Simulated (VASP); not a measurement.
Here is a VASP 6.6.1 calculation.

INCAR

```
ALGO = Normal
DIPOL = 0.5 0.5 0.356
EDIFF = 1E-7
EDIFFG = -0.025
ENCUT = 520
GGA = PE
GGA_COMPAT = F
IBRION = 2
IDIPOL = 3
ISIF = 2
ISMEAR = 0
KPAR = 4
LASPH = T
LCHARG = F
LDIPOL = T
LREAL = F
LWAVE = F
NELM = 120
NELMDL = -8
NELMIN = 4
NSW = 36
PREC = Accurate
SIGMA = 0.1
```

File KPOINTS:

```
k-points
0
Gamma
  9 6 1
```

File POSCAR:

```
Ti6C
1.0
    2.8319727860      0.0000000000      0.0000000000
    0.0000000000      4.5793473380      0.0000000000
    0.0000000000      0.0000000000     22.0506909065
Ti C
6 1
Selective dynamics
Direct
    0.5000000000      0.0000000000      0.1814002118  F F F
    0.0000000000      0.5000000000      0.2413504290  F F F
    0.5000000000      0.0000000000      0.3013006462  F F F
    0.5000000000      0.5000000000      0.3625816208  F F F
    0.0000000000      0.0000000000      0.4208167734  F F F
    0.5000000000      0.5000000000      0.4784743912  F F F
    1.0000000000      0.9000000000      0.5038704208  F F T
```

Potentials or basis: VASP PAW PBE potentials, release 64 (Ti_sv, C).

Run with:

```sh
$ cat potpaw_PBE.64/Ti_sv/POTCAR potpaw_PBE.64/C/POTCAR > POTCAR
$ mpirun -np 4 vasp_std > vasp.out
```

**Question.** What does it give for the band gap on the k mesh?

**Answer.** Zero (bands 38 and 39 overlap by 0.12 eV).

**Question.** Estimate the energy gained by relaxing.

**Answer.** 0.2 meV/atom.

Step by step:
```tsv
step	energy change (eV)	largest force on free atoms (eV/Å)	pressure (GPa)
1	0.0000	0.2290	-1.90
2	-0.0016	0.0537	-1.83
3	-0.0017	0.0003	-1.80
```
